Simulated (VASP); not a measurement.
Set up this calculation in VASP 6.6.1, as the native input.

- Task: single point
- Functional: PBE
- Potentials or basis: VASP PAW PBE potentials, release 64 (Hf_pv, Ti_sv, Ge_d)
- Cutoff: 520 eV
- k mesh: 4 × 4 × 8
- Occupations: gaussian, width 0.1 eV
- Spin: no spin polarisation
- Dipole correction: no
- Further INCAR settings: ALGO = Normal; EDIFF = 1e-07; NBANDS = 88

The structure of HfTi2Ge3 lies in POSCAR:

```
HfTi2Ge3
1.0
    5.4520588808     -4.8589407165      0.0000000000
    5.4520588808      4.8589407165      0.0000000000
    0.0000000000      0.0000000000      3.7352990933
Hf Ti Ge
2 4 6
Direct
    0.1406547465      0.8593452535      0.2500000000
    0.8593452535      0.1406547465      0.7500000000
    0.4771436271      0.1951395997      0.2500000000
    0.1951395997      0.4771436271      0.7500000000
    0.5228563729      0.8048604003      0.7500000000
    0.8048604003      0.5228563729      0.2500000000
    0.4119429190      0.5880570810      0.2500000000
    0.5880570810      0.4119429190      0.7500000000
    0.2698751698      0.0819247164      0.7500000000
    0.0819247164      0.2698751698      0.2500000000
    0.7301248302      0.9180752836      0.2500000000
    0.9180752836      0.7301248302      0.7500000000
```

The input as run:

INCAR

```
SYSTEM = HfTi2Ge3
PREC = Accurate
ENCUT = 520
EDIFF = 1E-7
ISMEAR = 0
SIGMA = 0.1
LREAL = .FALSE.
LASPH = .TRUE.
NELM = 60
ALGO = Normal
ISIF = 2
LWAVE = .FALSE.
LCHARG = .TRUE.
GGA = PE
LELF = .TRUE.
LVHAR = .TRUE.
NBANDS = 88
```

KPOINTS

```
regular mesh
0
G
  4 4 8
  0 0 0
```

Potentials or basis: VASP PAW PBE potentials, release 64 (Hf_pv, Ti_sv, Ge_d).

Run with:

```bash
$ cat potpaw_PBE.64/Hf_pv/POTCAR potpaw_PBE.64/Ti_sv/POTCAR potpaw_PBE.64/Ge_d/POTCAR > POTCAR
$ mpirun -np 1 vasp_std > vasp.out
```

Results of the run:

* Pressure: 4.1 GPa
* Largest force: 0.024 eV/Å
* Band gap on the k mesh: zero (bands 76 and 77 overlap by 0.34 eV)

Caveat: the cell stands under pressure; spin-orbit coupling is left out, which moves the levels of the heavy elements.

Wall time 32 min on 1 thread of Intel Xeon 8259CL, with other jobs on the host, peak memory 0.55 GiB.
